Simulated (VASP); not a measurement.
A run of VASP 6.6.1:

File INCAR:

```
SYSTEM = Ag
ALGO = Normal
EDIFF = 1E-7
EDIFFG = -0.01
ENCUT = 500
GGA = PS
GGA_COMPAT = .FALSE.
IBRION = 2
ISIF = 3
ISMEAR = 1
LASPH = .TRUE.
LCHARG = .FALSE.
LREAL = .FALSE.
LWAVE = .FALSE.
NELM = 120
NELMIN = 4
NSW = 60
PREC = Accurate
SIGMA = 0.05
```

Contents of KPOINTS:

```
k-points
0
G
  9 9 9
  0 0 0
```

File POSCAR:

```
Ag
1.0
   -1.6556540000      1.6556540000      1.6556540000
    1.6556540000     -1.6556540000      1.6556540000
    1.6556540000      1.6556540000     -1.6556540000
Ag
1
Direct
    0.0000000000      0.0000000000      0.0000000000
```

Potentials or basis: VASP PAW PBE potentials, release 64 (Ag).

Run with:

```bash
$ cat potpaw_PBE.64/Ag/POTCAR > POTCAR
$ mpirun -np 1 vasp_std > vasp.out
```

Hardware: 1 thread of AMD EPYC 9R45 96-Core Processor (Zen 5), on a shared host.

Q: How long does it take, and how much memory?

A: It took 10 s on 1 thread of AMD EPYC 9R45 96-Core Processor (Zen 5) (shared host), peak memory 0.11 GiB. Counts: scf iterations 27, k points 35, ion steps 3.
